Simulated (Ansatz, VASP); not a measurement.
**NaCl in VASP and in Ansatz**

POSCAR

```
NaCl
1.0
    0.0000000000      2.7756556118      2.7756556118
    2.7756556118      0.0000000000      2.7756556118
    2.7756556118      2.7756556118      0.0000000000
Na Cl
1 1
Direct
    0.0000000000      0.0000000000      0.0000000000
    0.5000000000      0.5000000000      0.5000000000
```

File INCAR.step1:

```
SYSTEM = NaCl
  ALGO = Normal
  EDIFF = 1E-4
  ENCUT = 520
  GGA = PE
  ISMEAR = 0
  LASPH = .TRUE.
  LCHARG = .FALSE.
  LREAL = .FALSE.
  LWAVE = .TRUE.
  NBANDS = 14
  NELM = 60
  PREC = Accurate
  SIGMA = 0.02
```

INCAR.step2

```
SYSTEM = NaCl
  ALGO = Normal
  EDIFF = 1E-7
  ENCUT = 520
  ISIF = 2
  ISMEAR = 0
  ISTART = 1
  LASPH = .TRUE.
  LCHARG = .FALSE.
  LMIXTAU = .TRUE.
  LREAL = .FALSE.
  LWAVE = .FALSE.
  METAGGA = R2SCAN
  NBANDS = 14
  NELM = 60
  PREC = Accurate
  SIGMA = 0.02
```

File KPOINTS:

```
k-points
0
G
  8 8 8
  0 0 0
```

Input for Ansatz:

```yaml
crystal:
  lattice:
    - [0.0, 2.7756556118, 2.7756556118]
    - [2.7756556118, 0.0, 2.7756556118]
    - [2.7756556118, 2.7756556118, 0.0]
  atoms:
    - { symbol: Na, position: [0.0, 0.0, 0.0] }
    - { symbol: Cl, position: [0.5, 0.5, 0.5] }
basis:
  ecutwfc: 500
kpoints:
  mp_grid: { grid: [8, 8, 8] }
hamiltonian:
  xc: r2scan
scf:
  occupations: { method: gaussian, width: 0.02 }
output:
  forces: true
  stress: true
  eigenvalues: true
```

Alike in both runs: task single point; functional r2SCAN; k mesh 8 × 8 × 8; occupations gaussian, width 0.02 eV; no spin polarisation.

|  | VASP | Ansatz |
| --- | --- | --- |
| version | VASP 6.6.1 | Ansatz 0.2.0 |
| potentials or method | VASP PAW PBE potentials, release 64 (Na_pv, Cl), cutoff 520 eV | scalar-relativistic, plane waves, PAW |
| valence electrons in the cell | 14 | 16 |

```tsv
	VASP	Ansatz	Ansatz less VASP
gap on the k mesh at the Fermi level (eV)	6.12	6.10	-0.022
least direct gap on the mesh (eV)	6.12	6.10	-0.022
pressure (GPa)	0.7	0.9	+0.17
```

VASP's potentials were made for PBE, not for r2SCAN. VASP's potentials hold 14 valence electrons a cell and Ansatz's 16, so a difference there can come from the potentials and not from the codes.
